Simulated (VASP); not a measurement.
Here is a VASP 6.6.1 calculation.

File POSCAR:

```
Ta2C
1.0
    3.5015934225      0.0000000000      0.0000000000
    0.0000000000      3.5015934225      0.0000000000
    0.0000000000      0.0000000000      6.5079732538
Ta C
4 2
Direct
    0.0000000000      0.0000000000      0.0000000000
    0.5000000000      0.5000000000      0.0000000000
    0.0000000000      0.5000000000      0.3677762646
    0.5000000000      0.0000000000      0.6322237354
    0.0000000000      0.5000000000      0.7262115955
    0.5000000000      0.0000000000      0.2737884045
```

INCAR.step1

```
  PREC = Accurate
  ENCUT = 520
  ISMEAR = 0
  SIGMA = 0.1
  LREAL = False
  LASPH = True
  NELM = 60
  NBANDS = 35
  GGA = PE
  ALGO = Normal
  EDIFF = 1E-4
  LWAVE = True
  LCHARG = False
```

INCAR.step2

```
  PREC = Accurate
  ENCUT = 520
  EDIFF = 1E-6
  ISMEAR = 0
  SIGMA = 0.1
  LREAL = False
  LASPH = True
  NELM = 60
  ALGO = Normal
  ISIF = 2
  LWAVE = False
  LCHARG = False
  METAGGA = R2SCAN
  LMIXTAU = True
  NBANDS = 35
  ISTART = 1
```

File KPOINTS:

```
regular mesh
0
Gamma
  10 10 6
```

Potentials or basis: VASP PAW PBE potentials, release 64 (Ta_pv, C).

Run with:

```sh
$ cat potpaw_PBE.64/Ta_pv/POTCAR potpaw_PBE.64/C/POTCAR > POTCAR
$ cp INCAR.step1 INCAR
$ mpirun -np 1 vasp_std > vasp.out
$ cp INCAR.step2 INCAR
$ mpirun -np 1 vasp_std > vasp.out
```

Task: What does it give for the pressure?

Result: 1.3 GPa.

Task: Estimate the band gap on the k mesh.

Result: Zero (bands 26 and 27 overlap by 1.22 eV).

Task: Predict the largest force.

Result: 0.026 eV/Å.

Forces in eV/Å, atoms in the order of the input:
```
Ta   0.000  0.000  0.000
Ta   0.000  0.000  0.000
Ta   0.000  0.000  0.019
Ta   0.000  0.000 -0.019
C    0.000  0.000 -0.026
C    0.000  0.000  0.026
```

Caveat: the PAW data sets were made with another functional, which shifts forces and pressure a little; spin-orbit coupling is left out, which moves the levels of the heavy elements.
